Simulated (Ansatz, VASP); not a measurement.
## One calculation of TaN, two programs

```
Ta N
1.0
     5.20479    0.00000    0.00000
    -2.60239    4.50748    0.00000
     0.00000    0.00000    2.90358
Ta N
3 3
Cartesian
  0.0000 0.0000 0.0000
  0.0000 3.0050 1.4518
  2.6024 1.5025 1.4518
  2.6024 0.0000 0.0000
  1.3012 2.2537 0.0000
  -1.3012 2.2537 0.0000
```

Alike in both runs: functional PBEsol; k mesh 12 × 12 × 12; occupations gaussian, width 0.1 eV; no spin polarisation.

Ansatz relaxed the structure, and its values are those at the end. VASP's run is a single point on that final structure, the one shown.

```csv
,VASP,Ansatz
version,VASP 6.6.1,Ansatz 0.2.0
potentials or method,"VASP PAW PBE potentials, release 64 (Ta_pv, N), cutoff 600 eV","scalar-relativistic, plane waves, PAW"
valence electrons in the cell,48,54
```

Ansatz gave:

| Quantity | Value |
| --- | --- |
| gap on the k mesh at the Fermi level (eV) | none |
| pressure (GPa) | 0.0 |

**Question.** Which values does VASP return?

**Answer.** gap on the k mesh at the Fermi level (eV): none; pressure (GPa): 0.9.

VASP's potentials were made for PBE, not for PBEsol. A gap of «none» marks a metal or a gap that the smearing closes. VASP's potentials hold 48 valence electrons a cell and Ansatz's 54, so a difference there can come from the potentials and not from the codes.

Spin-orbit coupling is off throughout.
